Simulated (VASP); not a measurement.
KC, 2 atoms in the cell. Symmetry: Cmmm, No. 65, orthorhombic system. The conventional cell has a = 4.665 Å, b = 5.856 Å, c = 5.613 Å, α = 90.00°, β = 90.00°, γ = 90.00°. Within 3.8 Å of K (site symmetry mmm) lie 2 C at 2.81 Å and 4 K at 3.74 Å. Within 3.8 Å of C (site symmetry mmm) lie 2 K at 2.81 Å and 4 C at 3.74 Å. The cell was generated, and may not be a known phase.

```yaml
Program: VASP 6.6.1
Task: single point
Functional: PBE
Potentials_or_basis: VASP PAW PBE potentials, release 64 (K_sv, C)
Cutoff: 520 eV
k_mesh: 6 × 6 × 4
Occupations: gaussian, width 0.1 eV
Spin: no spin polarisation
Dipole_correction: no
Further_INCAR_settings: ALGO = Normal; EDIFF = 1e-06; NBANDS = 14
```

Potentials or basis: VASP PAW PBE potentials, release 64 (K_sv, C).

The run is started by

```console
$ cat potpaw_PBE.64/K_sv/POTCAR potpaw_PBE.64/C/POTCAR > POTCAR
$ mpirun -np 1 vasp_std > vasp.out
```

Hardware: 1 thread of Intel Xeon 8259CL, with other jobs on the host.

Estimate the wall time of this run.

Wall time 42 s on 1 thread of Intel Xeon 8259CL, with other jobs on the host, peak memory 0.19 GiB. Counts: scf iterations 14, k points 39.
